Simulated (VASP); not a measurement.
# CuO (Tenorite) (C2/c) in VASP: single point with PBE

Aim: the single point of CuO (Tenorite) with PBE.

Program: VASP 6.6.1. These are calculated values, not measurements. Logs are shortened: lines on timing, memory, paths and dates and some standing lists are left out, and cuts for length are marked.

## Step 1: The cell of the first run

It takes space group C2/c (No. 15, monoclinic). The conventional cell has a = 4.684 Å, b = 3.423 Å, c = 5.129 Å, α = 90.00°, β = 99.54°, γ = 90.00°. Cu (site symmetry -1) has 4 O at 1.95 to 1.96 Å within 2.6 Å. Within 2.6 Å of O (site symmetry 2) lie 4 Cu at 1.95 to 1.96 Å.

## Step 2: Single point, PBE

Contents of INCAR:

```
SYSTEM = CuO
ALGO     = Normal         ! electronic algorithm
EDIFF    = 1E-6           ! SCF threshold, eV
ENCUT    = 520            ! plane-wave cutoff, eV
GGA      = PE             ! functional
ISIF     = 2              ! what is computed and relaxed
ISMEAR   = -1             ! smearing method
LASPH    = .TRUE.         ! aspherical terms in the spheres
LCHARG   = .FALSE.        ! write CHGCAR
LREAL    = .FALSE.        ! projectors in reciprocal space
LWAVE    = .FALSE.        ! write WAVECAR
NBANDS   = 25             ! bands
NELM     = 100            ! most SCF steps
PREC     = Accurate       ! precision mode
SIGMA    = 0.1            ! smearing width, eV
```

Contents of KPOINTS:

```
k-points
0
G
  8 8 5
  0 0 0
```

Contents of POSCAR:

```
CuO
1.0
    2.3418500000     -1.7113000000      0.0000000000
    2.3418500000      1.7113000000      0.0000000000
   -0.8500270000      0.0000000000      5.0578690000
Cu O
2 2
Direct
    0.0000000000      0.5000000000      0.0000000000
    0.5000000000      0.0000000000      0.5000000000
    0.5816000000      0.4184000000      0.2500000000
    0.4184000000      0.5816000000      0.7500000000
```

Potentials or basis: VASP PAW PBE potentials, release 64 (Cu, O).

Launch:

```
$ cat potpaw_PBE.64/Cu/POTCAR potpaw_PBE.64/O/POTCAR > POTCAR
$ mpirun -np 1 vasp_std > vasp.out
```

OUTCAR:

```text
SYSTEM = CuO
   EDIFF = 1E-6
   ENCUT = 520
   GGA = PE
   ISIF = 2
   ISMEAR = -1
   LASPH = .TRUE.
   LREAL = .FALSE.
   NELM = 100
   PREC = Accurate

 ion  position               nearest neighbor table
   1  0.000  0.500  0.000-   3 1.95   4 1.95   4 1.96   3 1.96
   2  0.500  0.000  0.500-   4 1.95   3 1.95   4 1.96   3 1.96
   3  0.582  0.418  0.250-   2 1.95   1 1.95   2 1.96   1 1.96
   4  0.418  0.582  0.750-   1 1.95   2 1.95   2 1.96   1 1.96

  LATTYP: Found a base centered monoclinic cell.
 ALAT       =     4.6837000000
 B/A-ratio  =     0.7307470589
 C/A-ratio  =     1.0950316075
 COS(beta)  =    -0.1657360545

  Lattice vectors:

 A1 = (   2.3418500000,  -1.7113000000,   0.0000000000)
 A2 = (   2.3418500000,   1.7113000000,   0.0000000000)
 A3 = (  -0.8500270000,   0.0000000000,   5.0578690000)

Analysis of symmetry for initial positions (statically):
=====================================================================
 Subroutine PRICEL returns:
 Original cell was already a primitive cell.

 Routine SETGRP: Setting up the symmetry group for a
 base centered monoclinic supercell.

 Subroutine GETGRP returns: Found  4 space group operations
 (whereof  2 operations were pure point group operations)
 out of a pool of  4 trial point group operations.

The static configuration has the point symmetry S_2 .
 The point group associated with its full space group is C_2h.

Analysis of symmetry for dynamics (positions and initial velocities):
=====================================================================
 Subroutine PRICEL returns:
 Original cell was already a primitive cell.

 Routine SETGRP: Setting up the symmetry group for a
 base centered monoclinic supercell.

 Subroutine GETGRP returns: Found  4 space group operations
 (whereof  2 operations were pure point group operations)
 out of a pool of  4 trial point group operations.

The dynamic configuration has the point symmetry S_2 .
 The point group associated with its full space group is C_2h.

 Subroutine INISYM returns: Found  4 space group operations
 (whereof  2 operations are pure point group operations),
 and found     1 'primitive' translations

----------------------------------------------------------------------------------------

                                     Primitive cell

  volume of cell :      40.5399

  direct lattice vectors                    reciprocal lattice vectors
     2.341850000 -1.711300000  0.000000000     0.213506416 -0.292175539  0.035881953
     2.341850000  1.711300000  0.000000000     0.213506416  0.292175539  0.035881953
    -0.850027000  0.000000000  5.057869000     0.000000000  0.000000000  0.197711724

  length of vectors
     2.900484289  2.900484289  5.128799540     0.363646875  0.363646875  0.197711724

  position of ions in fractional coordinates (direct lattice)
     1.000000000  0.500000000  0.000000000
     0.500000000  1.000000000  0.500000000
     0.581600000  0.418400000  0.250000000
     0.418400000  0.581600000  0.750000000

  ion indices of the primitive-cell ions
   primitive index   ion index
                 1           1
                 2           2
                 3           3
                 4           4

----------------------------------------------------------------------------------------

 KPOINTS: k-points

Automatic generation of k-mesh.
 Grid dimensions read from file:
 generate k-points for:    8    8    5

 Generating k-lattice:

  Cartesian coordinates                     Fractional coordinates (reciprocal lattice)
     0.026688302 -0.036521942  0.004485244     0.125000000 -0.000000000  0.000000000
     0.026688302  0.036521942  0.004485244    -0.000000000  0.125000000  0.000000000
     0.000000000  0.000000000  0.039542345     0.000000000  0.000000000  0.200000000

  Length of vectors
     0.045455859  0.045455859  0.039542345

  Shift w.r.t. Gamma in fractional coordinates (k-lattice)
     0.000000000  0.000000000  0.000000000

 Subroutine IBZKPT returns following result:
 ===========================================

 Found     93 irreducible k-points:

 Following reciprocal coordinates:
            Coordinates               Weight
  0.000000  0.000000  0.000000      1.000000
  0.125000 -0.000000  0.000000      4.000000
  0.250000 -0.000000  0.000000      4.000000
  0.375000 -0.000000  0.000000      4.000000
  0.500000 -0.000000  0.000000      2.000000
  0.125000  0.125000 -0.000000      2.000000
[... 16 lines left out ...]
  0.125000 -0.000000  0.200000      4.000000
  0.250000 -0.000000  0.200000      4.000000
 [... further k-points ...]
   k-points           NKPTS =     93   k-points in BZ     NKDIM =     93   number of bands    NBANDS=     25
   number of dos      NEDOS =    301   number of ions     NIONS =      4
   total plane-waves  NPLWV =  23040
   dimension x,y,z NGX =    24 NGY =   24 NGZ =   40
   dimension x,y,z NGXF=    48 NGYF=   48 NGZF=   80
   ions per type =               2   2
   NGX,Y,Z   is equivalent  to a cutoff of  13.76, 13.76, 12.97 a.u.
   NGXF,Y,Z  is equivalent  to a cutoff of  27.51, 27.51, 25.93 a.u.
 SYSTEM =  CuO
   PREC   = accura    normal or accurate (medium, high low for compatibility)
   ISTART =      0    job   : 0-new  1-cont  2-samecut
   ICHARG =      2    charge: 1-file 2-atom 10-const
   ISPIN  =      1    spin polarized calculation?
   LNONCOLLINEAR =      F non collinear calculations
   LSORBIT =      F    spin-orbit coupling
   LASPH  =      T    aspherical Exc in radial PAW
   ENCUT  =  520.0 eV  38.22 Ry    6.18 a.u.   5.39  5.39  9.54*2*pi/ulx,y,z
   NELM   =    100;   NELMIN=  2; NELMDL= -5     # of ELM steps
   EDIFF  = 0.1E-05   stopping-criterion for ELM
   LREAL  =      F    real-space projection
   EDIFFG = 0.1E-04   stopping-criterion for IOM
   NSW    =      0    number of steps for IOM
   IBRION =     -1    ionic relax: 0-MD 1-quasi-New 2-CG
   NFREE  =      0    steps in history (QN), initial steepest desc. (CG)
   ISIF   =      2    stress and relaxation
   ISYM   =      2    0-nonsym 1-usesym 2-fastsym
   POTIM  = 0.5000    time-step for ionic-motion
   TEBEG  =    0.0;   TEEND  =   0.0 temperature during run
   PSTRESS=    0.0 pullay stress
   NELECT =      34.0000    total number of electrons
   NUPDOWN=      -1.0000    fix difference up-down
   EMIN   =  10.00;   EMAX   =-10.00  energy-range for DOS
   EFERMI =   0.00;   METHOD = LEGACY
   ISMEAR =    -1;   SIGMA  =   0.10  broadening in eV -4-tet -1-fermi 0-gaus
   EFERMI_NEDOS =   21; number of points for ismear=-14 and -15
   IALGO  =     38    algorithm
   IMIX   =      4    mixing-type and parameters
     AMIX     =   0.40;   BMIX     =  1.00
     AMIX_MAG =   1.60;   BMIX_MAG =  1.00
  volume/ion in A,a.u.               =      10.13        68.39
  Fermi-wavevector in a.u.,A,eV,Ry     =   1.543856  2.917465 32.429381  2.383492
  Thomas-Fermi vector in A             =   2.649460
   LORBIT       =      0    0 simple, 1 ext, 2 COOP (PROOUT), +10 PAW based schemes
   GGA     = PE    functional components
   LHFCALC =     F    Hartree Fock is set to
   AEXX    =    0.0000 exact exchange contribution
   IVDW    =     0    specifies the selected vdW correction
   LEPSILON=     F    determine dielectric tensor
   LRPA    =     F    only Hartree local field effects (RPA)
 non-spin polarized calculation
  energy-cutoff  :      520.00
  volume of cell :       40.54
 maximum number of plane-waves:      1129
 NGX is ok and might be reduce to    24
   NGX = 11   NGY = 11   NGZ = 19

 number of electron      34.0000001 magnetization

 Free energy of the ion-electron system (eV)
  ---------------------------------------------------
  ext. energy  EPLUGINS =         0.00000000
  ---------------------------------------------------
  free energy    TOTEN  =       -19.55821867 eV

  energy without entropy =      -19.48447551  energy(sigma->0) =      -19.52134709

 E-fermi :   5.7245     XC(G=0): -11.9150

 val. band max:        5.7242499402   @ k =   0.5000  -0.0000   0.0000
 cond. band min:       5.7549022798   @ k =  -0.3750   0.3750   0.4000
 fundamental gap:      0.0306523396
 Fermi energy:         5.7245059304

 k-point     1 :       0.0000    0.0000    0.0000
  band No.  band energies     occupation
      1     -14.2089      2.00000
      2     -12.8819      2.00000
      3      -2.4312      2.00000
      4       0.1595      2.00000
      5       0.5556      2.00000
      6       2.3995      2.00000
[... 17 lines left out ...]
     24      22.1232      0.00000
     25      22.4498      0.00000

 k-point     2 :       0.1250   -0.0000    0.0000
  band No.  band energies     occupation
      1     -14.1048      2.00000
      2     -12.8485      2.00000
      3      -2.2616      2.00000
      4       0.1329      2.00000
      5       0.5138      2.00000
      6       1.3699      2.00000
[... 17 lines left out ...]
     24      21.4533      0.00000
     25      22.5305      0.00000

 k-point     3 :       0.2500   -0.0000    0.0000
  band No.  band energies     occupation
      1     -13.8396      2.00000
      2     -12.7670      2.00000
      3      -1.8394      2.00000
      4      -0.0640      2.00000
      5       0.0484      2.00000
      6       0.5346      2.00000
[... 17 lines left out ...]
     24      20.2304      0.00000
     25      21.9852      0.00000

 k-point     4 :       0.3750   -0.0000    0.0000
  band No.  band energies     occupation
      1     -13.5508      2.00000
      2     -12.6842      2.00000
      3      -1.4173      2.00000
      4      -1.1024      2.00000
      5      -0.0202      2.00000
      6       0.5419      2.00000
[... 17 lines left out ...]
     24      18.9495      0.00000
     25      21.5163      0.00000
[... 477 lines left out ...]
 k-point    22 :       0.0000    0.0000    0.2000
  band No.  band energies     occupation
      1     -14.1018      2.00000
      2     -13.0340      2.00000
      3      -2.0521      2.00000
      4       0.2404      2.00000
      5       0.5855      2.00000
      6       1.8152      2.00000
[... 17 lines left out ...]
     24      21.0016      0.00000
     25      22.6058      0.00000

 k-point    23 :       0.1250   -0.0000    0.2000
  band No.  band energies     occupation
      1     -13.9889      2.00000
      2     -13.0082      2.00000
      3      -1.8956      2.00000
      4       0.1861      2.00000
      5       0.5435      2.00000
      6       1.1021      2.00000
[... 17 lines left out ...]
     24      20.7217      0.00000
     25      21.7757      0.00000

 k-point    24 :       0.2500   -0.0000    0.2000
  band No.  band energies     occupation
      1     -13.7330      2.00000
      2     -12.9052      2.00000
      3      -1.6184      2.00000
      4      -0.1912      2.00000
      5       0.1533      2.00000
      6       0.4532      2.00000
[... 17 lines left out ...]
     24      20.6206      0.00000
     25      21.0257      0.00000

 [... further k-points ...]
[... 5 lines left out ...]
  --------------------------------------------------------------------------------------
  -------------------------------------------------------------------------------------
  Total        1.6168308      1.8676192      1.4884488      0.0000000      0.0000000     -0.2749675
  in kB       63.8987482     73.8101552     58.8249651      0.0000000      0.0000000    -10.8669868
  external PRESSURE =      65.5112895 kB  Pullay stress =       0.0000000 kB

 VOLUME and BASIS-vectors are now :
 -----------------------------------------------------------------------------
  energy-cutoff  :      520.00
  volume of cell :       40.54
      direct lattice vectors                 reciprocal lattice vectors
     2.341850000 -1.711300000  0.000000000     0.213506416 -0.292175539  0.035881953
     2.341850000  1.711300000  0.000000000     0.213506416  0.292175539  0.035881953
    -0.850027000  0.000000000  5.057869000     0.000000000  0.000000000  0.197711724

 POSITION                                       TOTAL-FORCE (eV/Angst)
 -----------------------------------------------------------------------------------
      1.17092      0.85565      0.00000        -0.000000     -0.000000      0.000000
      0.74591     -0.85565      2.52893        -0.000000      0.000000      0.000000
      2.12934     -0.27928      1.26447         0.000000      0.218296     -0.000000
      1.70433      0.27928      3.79340        -0.000000     -0.218296      0.000000
 -----------------------------------------------------------------------------------
    total drift:                                0.000000      0.000000     -0.000000

  FREE ENERGIE OF THE ION-ELECTRON SYSTEM (eV)
  ---------------------------------------------------
  free  energy   TOTEN  =       -19.5582186741 eV

  energy  without entropy=      -19.4844755085  energy(sigma->0) =      -19.52134709
```

Wall time 72 s (1 thread of Intel Xeon Platinum 8375C at 2.90GHz (Ice Lake), shared host); peak memory 0.21 GiB.

What came out:

- Free energy: -19.5582 eV
- Pressure: 6.6 GPa
- Largest force: 0.218 eV/Å
- Band gap on the k mesh: zero (band 17 reaches 5.93 eV, above the bottom of band 18 at 5.45 eV)

Forces on the atoms (eV/Å):
```
Cu   0.000  0.000  0.000
Cu   0.000  0.000  0.000
O    0.000  0.218  0.000
O    0.000 -0.218  0.000
```

Levels at points of the mesh, in eV from the Fermi level:
| k point | band 13 | band 14 | band 15 | band 16 | band 17 | band 18 | band 19 | band 20 | band 21 | band 22 |
| --- | --- | --- | --- | --- | --- | --- | --- | --- | --- | --- |
| (0.00, 0.00, 0.00) | -2.41 | -2.24 | -2.18 | -1.68 | 0.21 | 0.94 | 1.72 | 6.05 | 8.17 | 13.39 |
| (0.50, 0.00, 0.00) | -2.07 | -1.62 | -1.52 | -1.43 | 0.00 | 0.25 | 4.88 | 6.33 | 6.96 | 11.13 |
| (0.50, 0.50, 0.00) | -2.16 | -2.15 | -1.68 | -1.24 | -0.67 | 1.06 | 3.36 | 7.11 | 8.52 | 10.05 |

Caveat: semilocal functionals often make such compounds metallic where correlation or magnetic order opens a gap, which also shifts bond lengths.
